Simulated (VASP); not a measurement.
Runs of VASP 6.6.1 on Rh. It takes space group Fm-3m (No. 225, cubic). Conventional cell: a = 3.796 Å, b = 3.796 Å, c = 3.796 Å, α = 90.00°, β = 90.00°, γ = 90.00°. Rh (site symmetry m-3m) has 12 Rh at 2.68 Å within 3.5 Å. 

```tsv
k mesh	gap on the mesh (eV)	pressure (GPa)
30 × 30 × 30	none	(a)
10 × 10 × 10	none	7.6
14 × 14 × 14	none	7.6
8 × 8 × 8	none	8.4
24 × 24 × 24	none	7.6
```

Alike in all rows: task single point; level PBE; potentials or basis VASP PAW PBE potentials, release 64 (Rh_pv); no spin polarisation; cell as given; cutoff (eV) 500; smearing gaussian 0.1 eV.

Q: Fill in the values left out.

A: (a) 7.5.

Caveats: the cell stands under pressure.

A k mesh can miss the band edges, and the runs leave out spin-orbit coupling on Rh.

A gap of «none» marks levels without a gap at the run's occupations.
